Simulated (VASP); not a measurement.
Wanted: the native input for a VASP 6.6.1 run.

* Task: single point
* Functional: LDA
* Potentials or basis: VASP PAW LDA potentials, release 64 (Ti_sv, C)
* Cutoff: 600 eV
* k mesh: 8 × 8 × 8
* Occupations: methfessel-paxton, width 0.1 eV
* Spin: no spin polarisation
* Dipole correction: no
* Further INCAR settings: ALGO = Normal; EDIFF = 1e-06; NBANDS = 15

The structure of TiC lies in POSCAR:

```
TiC
1.0
    0.0675900000      2.1587200000      2.1056100000
    2.2940800000     -0.0189200000      2.1921100000
    2.2008300000      2.1519700000      0.0743300000
Ti C
1 1
Direct
    0.0063600000      0.0006500000      0.9976700000
    0.5135800000      0.5002000000      0.4982600000
```

The input as run:

INCAR

```
SYSTEM = TiC
PREC = Accurate ; ENCUT = 600
EDIFF = 1E-6 ; ISMEAR = 1
SIGMA = 0.1 ; LREAL = .FALSE.
LASPH = .TRUE. ; NELM = 120
ALGO = Normal ; ISIF = 2
LWAVE = .FALSE. ; LCHARG = .FALSE.
GGA = CA ; NBANDS = 15
GGA_COMPAT = .FALSE.
```

KPOINTS

```
Automatic mesh
0
G
  8 8 8
  0 0 0
```

Potentials or basis: VASP PAW LDA potentials, release 64 (Ti_sv, C).

Run with:

```console
$ cat potpaw_LDA.64/Ti_sv/POTCAR potpaw_LDA.64/C/POTCAR > POTCAR
$ mpirun -np 1 vasp_std > vasp.out
```

Results of the run:

- Pressure: -9.9 GPa
- Largest force: 0.228 eV/Å
- Band gap on the k mesh: zero (band 8 reaches 10.33 eV, above the bottom of band 9 at 8.90 eV)

Wall time 65 s on 1 thread of AMD EPYC 9R45 96-Core Processor (Zen 5) (shared host), peak memory 0.18 GiB.
